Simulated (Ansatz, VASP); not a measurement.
**MoS2: VASP beside Ansatz**

Contents of INCAR:

```
ALGO = Normal ; EDIFF = 1E-7
EDIFFG = -0.002 ; ENCUT = 600
IBRION = 2 ; ISIF = 3
ISMEAR = 0 ; LASPH = True
LCHARG = False ; LREAL = False
LWAVE = False ; NELM = 100
NSW = 100 ; PREC = Accurate
SIGMA = 0.02
```

Contents of KPOINTS:

```
k-points
0
Gamma
  12 12 4
```

Contents of POSCAR:

```
MoS2
1.0
    3.1221955730      0.0000000028      0.0000000000
   -1.5610977889      2.7039006804      0.0000000000
    0.0000000000      0.0000000000     12.0794276174
Mo S
2 4
Direct
    0.6666666667      0.3333333333      0.2500000000
    0.3333333333      0.6666666667      0.7500000000
    0.6666666667      0.3333333333      0.6213369710
    0.3333333333      0.6666666667      0.3786630290
    0.6666666667      0.3333333333      0.8786630290
    0.3333333333      0.6666666667      0.1213369710
```

Input for Ansatz:

```yaml
crystal:
  lattice:
    - [3.1221955736, 2.8e-09, 0.0]
    - [-1.5610977893, 2.7039006809, 0.0]
    - [0.0, 0.0, 12.0794274516]
  atoms:
    - { symbol: Mo, position: [0.6666666667, 0.3333333333, 0.25] }
    - { symbol: Mo, position: [0.3333333333, 0.6666666667, 0.75] }
    - { symbol: S, position: [0.6666666667, 0.3333333333, 0.6213369693] }
    - { symbol: S, position: [0.3333333333, 0.6666666667, 0.3786630307] }
    - { symbol: S, position: [0.6666666667, 0.3333333333, 0.8786630307] }
    - { symbol: S, position: [0.3333333333, 0.6666666667, 0.1213369693] }
basis:
  ecutwfc: 420
kpoints:
  mp_grid: { grid: [12, 12, 4] }
hamiltonian:
  xc: lda
scf:
  occupations: { method: gaussian, width: 0.02 }
output:
  forces: true
  stress: true
  eigenvalues: true
relax:
  adjacent_minimum: "off"
  f_tol: 0.002
  max_steps: 80
  cell: { stress_tol: 0.02 }
```

Alike in both runs: task relaxation of cell and atoms; functional LDA; k mesh 12 × 12 × 4; occupations gaussian, width 0.02 eV; no spin polarisation.

|  | VASP | Ansatz |
| --- | --- | --- |
| version | VASP 6.6.1 | Ansatz 0.2.0 |
| potentials or method | VASP PAW LDA potentials, release 64 (Mo_sv, S), cutoff 600 eV | scalar-relativistic, plane waves, PAW |
| valence electrons in the cell | 52 | 52 |

Ansatz gave:

| Quantity | Value |
| --- | --- |
| gap on the k mesh at the Fermi level, each at its own relaxed structure (eV) | 0.73 |
| relaxed volume (Å³/atom) | 17.00 |
| relaxed cell length with the largest relative difference (Å) | 3.122 |

Question: Estimate VASP's values.

Answer: gap on the k mesh at the Fermi level, each at its own relaxed structure (eV): 0.74; relaxed volume (Å³/atom): 17.01; relaxed cell length with the largest relative difference (Å): 3.124.

LDA's correlation is that of Perdew and Zunger in VASP and of Perdew and Wang (1992) in Ansatz.
